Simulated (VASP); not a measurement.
Here is a VASP 6.6.1 calculation.

Contents of INCAR:

```
SYSTEM = Be16H
PREC = Accurate
ENCUT = 520
EDIFF = 1E-6
ISMEAR = -1
SIGMA = 0.15
LREAL = Auto
LASPH = .TRUE.
NELM = 60
ALGO = Normal
ISIF = 2
LWAVE = .FALSE.
LCHARG = .TRUE.
GGA = PE
LELF = .TRUE.
LVHAR = .TRUE.
NBANDS = 30
```

Contents of KPOINTS:

```
regular mesh
0
G
  5 5 3
  0 0 0
```

Contents of POSCAR:

```
Be16H
1.0
   -2.2900000000     -3.9663960000      0.0000000000
    3.4350000000     -1.9831980000      0.0000000000
    0.0000000000      0.0000000000      7.1768600000
Be H
16 1
Direct
    0.7498027009      0.5072073319     -0.0031859337
    0.4925476745      0.3381330931      0.2537129051
    0.7497446473      0.4947034184      0.5024461951
    0.4993018400      0.3341578497      0.7504892112
    0.4924503759     -0.0064391963     -0.0035621428
    0.2497793544      0.8310668767      0.2507490741
    0.4993456931     -0.0022886064      0.4996818943
    0.2497725245      0.8312227311      0.7470682165
    0.2497448178      0.5005375932     -0.0005063496
    0.0068570851      0.3379032678      0.2536865705
    0.2497363698      0.5006003746      0.5030925781
    0.0002727086      0.3341992730      0.7504821050
    0.0070061875     -0.0063621050     -0.0035165797
    0.7498999281      0.8244078124      0.2533768250
    0.0002755933     -0.0023472755      0.4997154745
    0.7497716007      0.8370948953      0.7477290904
    0.7495288232      0.1652416318      0.1248654704
```

Potentials or basis: VASP PAW PBE potentials, release 64 (Be, H).

Launch:

```sh
$ cat potpaw_PBE.64/Be/POTCAR potpaw_PBE.64/H/POTCAR > POTCAR
$ mpirun -np 1 vasp_std > vasp.out
```

Problem. Predict the largest force.

Solution. 0.013 eV/Å.

Problem. What does it give for the pressure?

Solution. 0.0 GPa.

Stress tensor (GPa, compression positive):
```
 0.30  0.92  0.07
 0.92  1.36 -0.04
 0.07 -0.04 -1.58
```
